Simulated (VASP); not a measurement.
# SnTe (I4mm) in VASP: notebook

SnTe is run at these levels: PBE; tasks: single point.

Program: VASP 6.6.1. These are calculated values, not measurements. Logs are shortened: lines on timing, memory, paths and dates and some standing lists are left out, and cuts for length are marked.

## Step 1: The cell of the first run

It takes space group I4mm (No. 107, tetragonal). Conventional cell: a = 4.534 Å, b = 4.534 Å, c = 6.412 Å, α = 90.00°, β = 90.00°, γ = 90.00°. Sn (site symmetry 4mm) has 6 Te at 3.14 to 3.28 Å within 4.1 Å. Within 4.1 Å of Te (site symmetry 4mm) lie 6 Sn at 3.14 to 3.28 Å.

## Step 2: Single point, PBE

The input, INCAR:

```
ALGO = Normal
EDIFF = 1E-6
ENCUT = 520
GGA = PE
ISIF = 2
ISMEAR = 0
LASPH = True
LCHARG = False
LREAL = False
LWAVE = False
NBANDS = 17
NELM = 80
PREC = Accurate
SIGMA = 0.03
```

The input, KPOINTS:

```
k-points
0
Gamma
  10 10 10
```

The input, POSCAR:

```
SnTe
1.0
    0.0000000000      3.2061701262      3.2061701262
    3.2061701262      0.0000000000      3.2061701262
    3.2061701262      3.2061701262      0.0000000000
Sn Te
1 1
Direct
    0.0057389344     -0.0057389344     -0.0057389344
    0.4946609020      0.5053390980      0.5053390980
```

Potentials or basis: VASP PAW PBE potentials, release 64 (Sn_d, Te).

Started as:

```sh
cat potpaw_PBE.64/Sn_d/POTCAR potpaw_PBE.64/Te/POTCAR > POTCAR
mpirun -np 1 vasp_std > vasp.out
```

OUTCAR:

```text
EDIFF = 1E-6
   ENCUT = 520
   GGA = PE
   ISIF = 2
   ISMEAR = 0
   LASPH = True
   LREAL = False
   NELM = 80
   PREC = Accurate

 ion  position               nearest neighbor table
   1  0.006  0.994  0.994-   2 3.14   2 3.21   2 3.21   2 3.21   2 3.21   2 3.28
   2  0.495  0.505  0.505-   1 3.14   1 3.21   1 3.21   1 3.21   1 3.21   1 3.28

  LATTYP: Found a face centered cubic cell.
 ALAT       =     6.4123402524

  Lattice vectors:

 A1 = (   0.0000000000,   3.2061701262,   3.2061701262)
 A2 = (   3.2061701262,   0.0000000000,   3.2061701262)
 A3 = (   3.2061701262,   3.2061701262,   0.0000000000)

Analysis of symmetry for initial positions (statically):
=====================================================================
 Subroutine PRICEL returns:
 Original cell was already a primitive cell.

 Routine SETGRP: Setting up the symmetry group for a
 face centered cubic supercell.

 Subroutine GETGRP returns: Found  8 space group operations
 (whereof  8 operations were pure point group operations)
 out of a pool of 48 trial point group operations.

The static configuration has the point symmetry C_4v.

Analysis of symmetry for dynamics (positions and initial velocities):
=====================================================================
 Subroutine PRICEL returns:
 Original cell was already a primitive cell.

 Routine SETGRP: Setting up the symmetry group for a
 face centered cubic supercell.

 Subroutine GETGRP returns: Found  8 space group operations
 (whereof  8 operations were pure point group operations)
 out of a pool of 48 trial point group operations.

The dynamic configuration has the point symmetry C_4v.

 Subroutine INISYM returns: Found  8 space group operations
 (whereof  8 operations are pure point group operations),
 and found     1 'primitive' translations

----------------------------------------------------------------------------------------

                                     Primitive cell

  volume of cell :      65.9158

  direct lattice vectors                    reciprocal lattice vectors
     0.000000000  3.206170126  3.206170126    -0.155949304  0.155949304  0.155949304
     3.206170126  0.000000000  3.206170126     0.155949304 -0.155949304  0.155949304
     3.206170126  3.206170126  0.000000000     0.155949304  0.155949304 -0.155949304

  length of vectors
     4.534209276  4.534209276  4.534209276     0.270112118  0.270112118  0.270112118

  position of ions in fractional coordinates (direct lattice)
     0.005738934  0.994261066  0.994261066
     0.494660902  0.505339098  0.505339098

  ion indices of the primitive-cell ions
   primitive index   ion index
                 1           1
                 2           2

----------------------------------------------------------------------------------------

 KPOINTS: k-points

Automatic generation of k-mesh.
 Grid dimensions read from file:
 generate k-points for:   10   10   10

 Generating k-lattice:

  Cartesian coordinates                     Fractional coordinates (reciprocal lattice)
    -0.015594930  0.015594930  0.015594930     0.100000000  0.000000000  0.000000000
     0.015594930 -0.015594930  0.015594930     0.000000000  0.100000000  0.000000000
     0.015594930  0.015594930 -0.015594930     0.000000000  0.000000000  0.100000000

  Length of vectors
     0.027011212  0.027011212  0.027011212

  Shift w.r.t. Gamma in fractional coordinates (k-lattice)
     0.000000000  0.000000000  0.000000000

 Subroutine IBZKPT returns following result:
 ===========================================

 Found    102 irreducible k-points:

 Following reciprocal coordinates:
            Coordinates               Weight
  0.000000  0.000000  0.000000      1.000000
  0.100000  0.000000  0.000000      8.000000
  0.200000  0.000000  0.000000      8.000000
  0.300000  0.000000  0.000000      8.000000
  0.400000  0.000000  0.000000      8.000000
  0.500000  0.000000  0.000000      4.000000
[... 16 lines left out ...]
 -0.100000  0.100000  0.000000      8.000000
  0.000000 -0.100000  0.100000      4.000000
 [... further k-points ...]
   k-points           NKPTS =    102   k-points in BZ     NKDIM =    102   number of bands    NBANDS=     17
   number of dos      NEDOS =    301   number of ions     NIONS =      2
   total plane-waves  NPLWV =  46656
   dimension x,y,z NGX =    36 NGY =   36 NGZ =   36
   dimension x,y,z NGXF=    72 NGYF=   72 NGZF=   72
   ions per type =               1   1
   NGX,Y,Z   is equivalent  to a cutoff of  13.20, 13.20, 13.20 a.u.
   NGXF,Y,Z  is equivalent  to a cutoff of  26.40, 26.40, 26.40 a.u.
 SYSTEM =  unknown system
   PREC   = accura    normal or accurate (medium, high low for compatibility)
   ISTART =      0    job   : 0-new  1-cont  2-samecut
   ICHARG =      2    charge: 1-file 2-atom 10-const
   ISPIN  =      1    spin polarized calculation?
   LNONCOLLINEAR =      F non collinear calculations
   LSORBIT =      F    spin-orbit coupling
[... 99 lines left out ...]
      3     -15.5583      2.00000
      4     -15.5557      2.00000
      5     -15.5552      2.00000
      6      -5.4773      2.00000
[... 9 lines left out ...]
     16      12.8014      0.00000
     17      16.7917      0.00000

 k-point     5 :       0.4000    0.0000    0.0000
  band No.  band energies     occupation
      1     -15.5663      2.00000
      2     -15.5655      2.00000
      3     -15.5579      2.00000
      4     -15.5542      2.00000
      5     -15.5537      2.00000
      6      -5.1288      2.00000
[... 9 lines left out ...]
     16      13.9628      0.00000
     17      16.0418      0.00000

 k-point     6 :       0.5000    0.0000    0.0000
  band No.  band energies     occupation
      1     -15.5667      2.00000
      2     -15.5660      2.00000
      3     -15.5578      2.00000
      4     -15.5536      2.00000
      5     -15.5531      2.00000
      6      -4.9630      2.00000
[... 9 lines left out ...]
     16      15.1055      0.00000
     17      15.1075      0.00000

 k-point     7 :       0.1000    0.1000    0.0000
  band No.  band energies     occupation
      1     -15.5637      2.00000
      2     -15.5616      2.00000
      3     -15.5591      2.00000
      4     -15.5590      2.00000
      5     -15.5579      2.00000
      6      -6.0098      2.00000
[... 9 lines left out ...]
     16      11.7028      0.00000
     17      13.2645      0.00000

 k-point     8 :       0.0000    0.1000    0.1000
  band No.  band energies     occupation
      1     -15.5628      2.00000
      2     -15.5624      2.00000
      3     -15.5601      2.00000
      4     -15.5579      2.00000
      5     -15.5579      2.00000
      6      -6.0096      2.00000
[... 9 lines left out ...]
     16      11.7200      0.00000
     17      13.2544      0.00000
[... 203 lines left out ...]
      1     -15.5657      2.00000
      2     -15.5649      2.00000
      3     -15.5581      2.00000
      4     -15.5554      2.00000
      5     -15.5542      2.00000
      6      -5.3022      2.00000
[... 9 lines left out ...]
     16      14.3684      0.00000
     17      15.7500      0.00000

 k-point    20 :       0.0000   -0.3000    0.1000
  band No.  band energies     occupation
      1     -15.5660      2.00000
      2     -15.5647      2.00000
      3     -15.5577      2.00000
      4     -15.5550      2.00000
      5     -15.5549      2.00000
      6      -5.3025      2.00000
[... 9 lines left out ...]
     16      14.3763      0.00000
     17      15.7491      0.00000

 k-point    21 :      -0.2000    0.1000    0.0000
  band No.  band energies     occupation
      1     -15.5646      2.00000
      2     -15.5636      2.00000
      3     -15.5588      2.00000
      4     -15.5570      2.00000
      5     -15.5555      2.00000
      6      -5.6471      2.00000
[... 9 lines left out ...]
     16      13.1732      0.00000
     17      14.4237      0.00000

 k-point    22 :       0.0000   -0.2000    0.1000
  band No.  band energies     occupation
      1     -15.5650      2.00000
      2     -15.5633      2.00000
      3     -15.5581      2.00000
      4     -15.5566      2.00000
      5     -15.5564      2.00000
      6      -5.6474      2.00000
[... 9 lines left out ...]
     16      13.1814      0.00000
     17      14.4261      0.00000

 k-point    23 :      -0.1000    0.1000    0.0000
  band No.  band energies     occupation
      1     -15.5635      2.00000
      2     -15.5626      2.00000
      3     -15.5594      2.00000
      4     -15.5581      2.00000
      5     -15.5571      2.00000
      6      -5.9088      2.00000
[... 9 lines left out ...]
     16      12.1587      0.00000
     17      13.5951      0.00000

 k-point    24 :       0.0000   -0.1000    0.1000
  band No.  band energies     occupation
      1     -15.5640      2.00000
      2     -15.5622      2.00000
      3     -15.5585      2.00000
      4     -15.5581      2.00000
      5     -15.5579      2.00000
      6      -5.9090      2.00000
[... 9 lines left out ...]
     16      12.1639      0.00000
     17      13.6005      0.00000

 [... further k-points ...]

------------------------ aborting loop because EDIFF is reached ----------------------------------------

  FORCE on cell =-STRESS in cart. coord.  units (eV):
  Direction    XX          YY          ZZ          XY          YZ          ZX
  --------------------------------------------------------------------------------------
  -------------------------------------------------------------------------------------
  Total        0.0112930     -0.0380556     -0.0380556     -0.0000000      0.0000000      0.0000000
  in kB        0.2744932     -0.9249944     -0.9249944     -0.0000000      0.0000000      0.0000000
  external PRESSURE =      -0.5251652 kB  Pullay stress =       0.0000000 kB

 VOLUME and BASIS-vectors are now :
 -----------------------------------------------------------------------------
  energy-cutoff  :      520.00
  volume of cell :       65.92
      direct lattice vectors                 reciprocal lattice vectors
     0.000000000  3.206170126  3.206170126    -0.155949304  0.155949304  0.155949304
     3.206170126  0.000000000  3.206170126     0.155949304 -0.155949304  0.155949304
     3.206170126  3.206170126  0.000000000     0.155949304  0.155949304 -0.155949304

 POSITION                                       TOTAL-FORCE (eV/Angst)
 -----------------------------------------------------------------------------------
      6.37554      3.20617      3.20617        -0.013341      0.000000      0.000000
      3.24041      3.20617      3.20617         0.013341      0.000000      0.000000
 -----------------------------------------------------------------------------------
    total drift:                                0.000416      0.000000      0.000000

  FREE ENERGIE OF THE ION-ELECTRON SYSTEM (eV)
  ---------------------------------------------------
  free  energy   TOTEN  =        -7.5657138537 eV

  energy  without entropy=       -7.5657138435  energy(sigma->0) =       -7.56571385
```

Wall time 57 s (1 thread of Intel Xeon 6975P-C (Granite Rapids), shared host); peak memory 0.28 GiB.

Results:

- Free energy: -7.5657 eV
- Pressure: -0.1 GPa
- Largest force: 0.013 eV/Å
- Band gap on the k mesh: 0.18 eV

Forces on the atoms (eV/Å):
```
Sn  -0.013  0.000  0.000
Te   0.013  0.000  0.000
```

Stress tensor (GPa, compression positive):
```
 0.03  0.00  0.00
 0.00 -0.09  0.00
 0.00  0.00 -0.09
```

Levels at points of the mesh, in eV from the valence-band top:
```csv
k point,band 8,band 9,band 10,band 11,band 12,band 13
"(0.00, 0.00, 0.00)",-1.94,-1.93,-1.93,3.28,3.28,3.32
"(0.50, 0.00, 0.00)",-1.63,-1.61,0.00,0.18,0.52,0.55
"(0.50, 0.50, 0.00)",-5.14,-3.42,-3.42,2.42,4.76,4.78
"(0.00, 0.50, 0.50)",-5.10,-3.42,-3.42,2.45,4.75,4.75
```

Caveat: semilocal functionals underestimate gaps, and a narrow one can read as zero; spin-orbit coupling is left out, which moves the levels of the heavy elements. A k mesh can miss the band edges.

## Step 3: Single point, PBE (the cell strained)

The input, INCAR:

```
SYSTEM = SnTe
PREC = Accurate
ENCUT = 520
EDIFF = 1E-6
ISMEAR = 0
SIGMA = 0.03
LREAL = .FALSE.
LASPH = .TRUE.
NELM = 60
ALGO = Normal
ISIF = 2
LWAVE = .FALSE.
LCHARG = .FALSE.
GGA = PE
NBANDS = 17
```

The input, KPOINTS:

```
regular mesh
0
G
  10 10 10
  0 0 0
```

The input, POSCAR:

```
SnTe
1.0
    0.0000000000      3.2327813382      3.2327813382
    3.2327813382      0.0000000000      3.2327813382
    3.2327813382      3.2327813382      0.0000000000
Sn Te
1 1
Direct
    0.0028694672     -0.0028694672     -0.0028694672
    0.4973304510      0.5026695490      0.5026695490
```

Potentials or basis: VASP PAW PBE potentials, release 64 (Sn_d, Te).

Started as:

```sh
cat potpaw_PBE.64/Sn_d/POTCAR potpaw_PBE.64/Te/POTCAR > POTCAR
mpirun -np 1 vasp_std > vasp.out
```

It took 53 s on 1 thread of Intel Xeon 6975P-C (Granite Rapids), shared host; peak memory 0.27 GiB.

Results (log left out):

| Quantity | Value |
| --- | --- |
| Free energy | -7.5600 eV |
| Pressure | -1.0 GPa |
| Largest force | 0.018 eV/Å |
| Band gap on the k mesh | 0.15 eV |

Forces in eV/Å, atoms in the order of the input:
```
Sn  -0.018  0.000  0.000
Te   0.018  0.000  0.000
```

Levels at points of the mesh, in eV from the valence-band top:
```tsv
k point	band 7	band 8	band 9	band 10	band 11	band 12	band 13	band 14
(0.00, 0.00, 0.00)	-4.89	-1.87	-1.86	-1.86	3.25	3.25	3.26	4.96
(0.50, 0.00, 0.00)	-7.87	-1.55	-1.55	0.00	0.15	0.56	0.56	7.68
(0.50, 0.50, 0.00)	-6.34	-4.97	-3.30	-3.30	2.54	4.64	4.64	5.90
(0.00, 0.50, 0.50)	-6.35	-4.96	-3.30	-3.30	2.55	4.63	4.63	5.91
```

Caveat: the cell differs from its parent crystal (the cell strained); semilocal functionals underestimate gaps, and a narrow one can read as zero; spin-orbit coupling is left out, which moves the levels of the heavy elements.

## Step 4: Single point, PBE (atoms displaced along a vibrational mode, the cell strained)

The input, INCAR:

```
PREC = Accurate
ENCUT = 520
EDIFF = 1E-7
ISMEAR = 0
SIGMA = 0.03
LREAL = F
LASPH = T
NELM = 100
ALGO = Normal
ISIF = 2
LWAVE = F
LCHARG = F
GGA = PE
NBANDS = 17
```

The input, KPOINTS:

```
regular mesh
0
Gamma
  10 10 10
```

The input, POSCAR:

```
SnTe
1.0
    0.0000000000      3.2327813382      3.2327813382
    3.2327813382      0.0000000000      3.2327813382
    3.2327813382      3.2327813382      0.0000000000
Sn Te
1 1
Direct
    0.0086084016     -0.0086084016     -0.0086084016
    0.4919913530      0.5080086470      0.5080086470
```

Started as:

```sh
cat potpaw_PBE.64/Sn_d/POTCAR potpaw_PBE.64/Te/POTCAR > POTCAR
mpirun -np 1 vasp_std > vasp.out
```

Wall time 56 s (1 thread of Intel Xeon 6975P-C (Granite Rapids), shared host); peak memory 0.27 GiB.

The run converged. Its results:

- Free energy: -7.5619 eV
- Pressure: -0.9 GPa
- Largest force: 0.027 eV/Å
- Band gap on the k mesh: 0.29 eV

Forces on the atoms (eV/Å):
```
Sn  -0.027  0.000  0.000
Te   0.027  0.000  0.000
```

Stress tensor (GPa, compression positive):
```
-0.73  0.00  0.00
 0.00 -0.98  0.00
 0.00  0.00 -0.98
```

Levels at points of the mesh, in eV from the valence-band top:
```tsv
k point	band 8	band 9	band 10	band 11	band 12	band 13
(0.00, 0.00, 0.00)	-1.82	-1.79	-1.79	3.26	3.26	3.35
(0.50, 0.00, 0.00)	-1.53	-1.48	0.00	0.29	0.63	0.69
(0.50, 0.50, 0.00)	-4.90	-3.23	-3.22	2.55	4.73	4.77
(0.00, 0.50, 0.50)	-4.82	-3.24	-3.24	2.62	4.71	4.71
```

Caveat: the cell differs from its parent crystal (atoms displaced along a vibrational mode, the cell strained); semilocal functionals underestimate gaps, and a narrow one can read as zero; spin-orbit coupling is left out, which moves the levels of the heavy elements.

## Step 5: Single point, PBE (atoms displaced along a vibrational mode, the cell strained)

The input, INCAR:

```
PREC     = Accurate       # precision mode
ENCUT    = 520            # plane-wave cutoff, eV
EDIFF    = 1E-6           # SCF threshold, eV
ISMEAR   = 0              # smearing method
SIGMA    = 0.03           # smearing width, eV
LREAL    = False          # projectors in reciprocal space
LASPH    = True           # aspherical terms in the spheres
NELM     = 60             # most SCF steps
ALGO     = Normal         # electronic algorithm
ISIF     = 2              # what is computed and relaxed
LWAVE    = False          # write WAVECAR
LCHARG   = True           # write CHGCAR
GGA      = PE             # functional
LELF     = True           # ELF
LVHAR    = True         
NBANDS   = 17             # bands
```

KPOINTS is that of step 4.

The input, POSCAR:

```
SnTe
1.0
    0.0000000000      3.2327813382      3.2327813382
    3.2327813382      0.0000000000      3.2327813382
    3.2327813382      3.2327813382      0.0000000000
Sn Te
1 1
Direct
    0.0057389344     -0.0057389344     -0.0057389344
    0.4946609020      0.5053390980      0.5053390980
```

Started as:

```sh
cat potpaw_PBE.64/Sn_d/POTCAR potpaw_PBE.64/Te/POTCAR > POTCAR
mpirun -np 1 vasp_std > vasp.out
```

Run time: 54 s. Hardware: 1 thread of Intel Xeon 6975P-C (Granite Rapids), shared host; peak memory 0.28 GiB.

Results (log left out):

| Item | Value |
| --- | --- |
| Free energy | -7.5608 eV |
| Pressure | -1.0 GPa |
| Largest force | 0.028 eV/Å |
| Band gap on the k mesh | 0.21 eV |

Forces in eV/Å, atoms in the order of the input:
```
Sn  -0.028  0.000  0.000
Te   0.028  0.000  0.000
```

Stress tensor (GPa, compression positive):
```
-0.92  0.00  0.00
 0.00 -1.03  0.00
 0.00  0.00 -1.03
```

Levels at points of the mesh, in eV from the valence-band top:
| k point | band 8 | band 9 | band 10 | band 11 | band 12 | band 13 |
| --- | --- | --- | --- | --- | --- | --- |
| (0.00, 0.00, 0.00) | -1.84 | -1.83 | -1.83 | 3.26 | 3.26 | 3.30 |
| (0.50, 0.00, 0.00) | -1.54 | -1.52 | 0.00 | 0.21 | 0.59 | 0.62 |
| (0.50, 0.50, 0.00) | -4.94 | -3.27 | -3.27 | 2.55 | 4.68 | 4.69 |
| (0.00, 0.50, 0.50) | -4.90 | -3.27 | -3.27 | 2.58 | 4.67 | 4.67 |

Caveat: the cell differs from its parent crystal (atoms displaced along a vibrational mode, the cell strained); semilocal functionals underestimate gaps, and a narrow one can read as zero; spin-orbit coupling is left out, which moves the levels of the heavy elements. A k mesh can miss the band edges.

## Step 6: Summary

| cell | gap on the mesh (eV) | pressure (GPa) | largest force (eV/Å) |
| --- | --- | --- | --- |
| a = 4.534 Å, angles 60.0°, 2 atoms, atomic positions A | 0.18 | -0.1 | 0.01 |
| a = 4.572 Å, angles 60.0°, 2 atoms, atomic positions B | 0.15 | -1.0 | 0.02 |
| a = 4.572 Å, angles 60.0°, 2 atoms, atomic positions C | 0.29 | -0.9 | 0.03 |
| a = 4.572 Å, angles 60.0°, 2 atoms, atomic positions A | 0.21 | -1.0 | 0.03 |

Alike in all rows: task single point; level PBE; potentials or basis VASP PAW PBE potentials, release 64 (Sn_d, Te); no spin polarisation; k mesh 10 × 10 × 10; cutoff (eV) 520; smearing gaussian 0.03 eV.

Caveats: semilocal functionals underestimate gaps, and a narrow one can read as zero; spin-orbit coupling is left out, which moves the levels of the heavy elements.

Absolute energies hang on the potentials; compare differences alone.
